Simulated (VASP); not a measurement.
**LiHf8O16 (a cell with a defect): single point with PBE**

LiHf8O16 (a cell with a defect):

```
Hf O Li
1.0
     0.00000    5.06970    5.10173
     5.29432    0.00000    5.10173
     5.29432    5.06970    0.00000
Hf O Li
8 16 1
Direct
  0.23676 0.00048 0.02738
  0.72809 0.51375 0.54348
  0.27220 0.47097 0.99311
  0.76937 0.96405 0.49993
  0.22165 0.01633 0.51697
  0.71239 0.53255 0.99853
  0.25959 0.48600 0.47692
  0.75243 0.98677 0.97860
  0.03969 0.33409 0.02032
  0.53580 0.83179 0.54195
  0.40659 0.47300 0.66035
  0.90632 0.95823 0.16543
  0.09987 0.37758 0.34900
  0.60194 0.88273 0.85293
  0.34191 0.64071 0.11901
  0.83773 0.14847 0.61489
  0.12569 0.86368 0.40436
  0.62895 0.35709 0.90819
  0.39727 0.08570 0.14325
  0.90077 0.58805 0.64422
  0.22112 0.16073 0.70335
  0.72331 0.64014 0.21523
  0.08055 0.78625 0.84059
  0.59955 0.28617 0.33639
  0.90256 0.31602 0.29764
```

| Quantity | Value |
| --- | --- |
| Program | VASP 6.6.1 |
| Task | single point |
| Functional | PBE |
| Potentials or basis | VASP PAW PBE potentials, release 64 (Hf_pv, O, Li_sv) |
| Cutoff | 650 eV |
| k mesh | 1 × 1 × 1, shifted |
| Occupations | fermi-dirac, width 0.01 eV |
| Spin | no spin polarisation |

| Item | Value |
| --- | --- |
| Largest force | 0.110 eV/Å |

Forces in eV/Å, atoms in the order of the input:
```
Hf   0.036 -0.008 -0.009
Hf   0.104 -0.005 -0.036
Hf  -0.040 -0.009  0.016
Hf  -0.037  0.003 -0.037
Hf   0.050  0.029 -0.032
Hf   0.033 -0.023 -0.026
Hf  -0.024  0.025 -0.029
Hf  -0.037  0.002 -0.010
O   -0.070 -0.019  0.024
O   -0.046 -0.007  0.010
O    0.017 -0.015  0.006
O    0.015 -0.033  0.012
O   -0.029  0.047  0.030
O   -0.032  0.049 -0.003
O    0.011  0.047  0.025
O    0.014  0.065 -0.005
O    0.018 -0.048  0.017
O    0.024 -0.064  0.036
O   -0.029 -0.035  0.020
O    0.000 -0.060 -0.006
O   -0.026  0.012  0.010
O   -0.016 -0.002  0.008
O    0.022  0.022  0.018
O    0.009  0.025 -0.005
Li   0.030  0.001 -0.034
```

Levels at points of the mesh, in eV from the Fermi level:
```tsv
k point	band 86	band 87	band 88	band 89	band 90	band 91	band 92	band 93
(0.25, 0.25, 0.25)	-0.69	-0.67	-0.40	-0.28	4.08	4.47	4.59	4.63
```

Run time: 110 s on 1 thread of Intel(R) Xeon(R) 6975P-C (Granite Rapids), with other jobs on the host, peak memory 0.54 GiB.

Caveat: the cell carries a net charge on a neutralising background, which shifts energy and pressure; the cell is charged against a uniform background, so pressure and absolute levels hang on convention; spin-orbit coupling is left out, which moves the levels of the heavy elements.
